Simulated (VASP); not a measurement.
Input of a VASP 6.6.1 run:

The input INCAR:

```
SYSTEM = BAs
PREC     = Accurate       ! precision mode
ENCUT    = 600            ! plane-wave cutoff, eV
EDIFF    = 1E-6           ! SCF threshold, eV
ISMEAR   = 0              ! smearing method
SIGMA    = 0.1            ! smearing width, eV
LREAL    = .False.        ! projectors in reciprocal space
LASPH    = .True.         ! aspherical terms in the spheres
NELM     = 80             ! most SCF steps
ALGO     = Normal         ! electronic algorithm
ISIF     = 3              ! what is computed and relaxed
LWAVE    = .False.        ! write WAVECAR
LCHARG   = .False.        ! write CHGCAR
GGA      = PE             ! functional
IBRION   = 2              ! ionic algorithm
NSW      = 90             ! ionic steps
EDIFFG   = -0.04          ! ionic threshold
```

File KPOINTS:

```
Automatic mesh
0
Gamma
  6 6 6
  0 0 0
```

POSCAR

```
BAs
1.0
    1.4580397000      0.8417996100      4.5614131100
   -1.4580397000      0.8417996100      4.5614131100
    0.0000000000     -1.6835992300      4.5614131100
B As
1 1
Direct
    0.0000000000      0.0000000000      0.0000000000
    0.5000000000      0.5000000000      0.5000000000
```

Potentials or basis: VASP PAW PBE potentials, release 64 (B, As).

Run with:

```bash
$ cat potpaw_PBE.64/B/POTCAR potpaw_PBE.64/As/POTCAR > POTCAR
$ mpirun -np 1 vasp_std > vasp.out
```

Task: Estimate the relaxed volume.

Result: 12.32 Å³/atom.

Task: What does it give for the band gap on the k mesh?

Result: Zero (bands 4 and 5 overlap by 5.07 eV).

Task: Predict the relaxed cell.

Result: a = 3.339 Å, b = 3.339 Å, c = 3.339 Å, α = 57.20°, β = 57.20°, γ = 57.20°.

Final structure:
```yaml
crystal:
  lattice:
    - [1.59856, 0.92293, 2.78263]
    - [-1.59856, 0.92293, 2.78263]
    - [0.00000, -1.84586, 2.78263]
  atoms:
    - { symbol: B, position: [0.00000, 0.00000, 0.00000] }
    - { symbol: As, position: [0.50000, 0.50000, 0.50000] }
```

Caveat: the k points lie up to 0.40 Å⁻¹ apart in the final cell, too coarse for converged energies and pressures of a metal; the volume moved by over 15 % at a fixed basis, so the end points are rough.
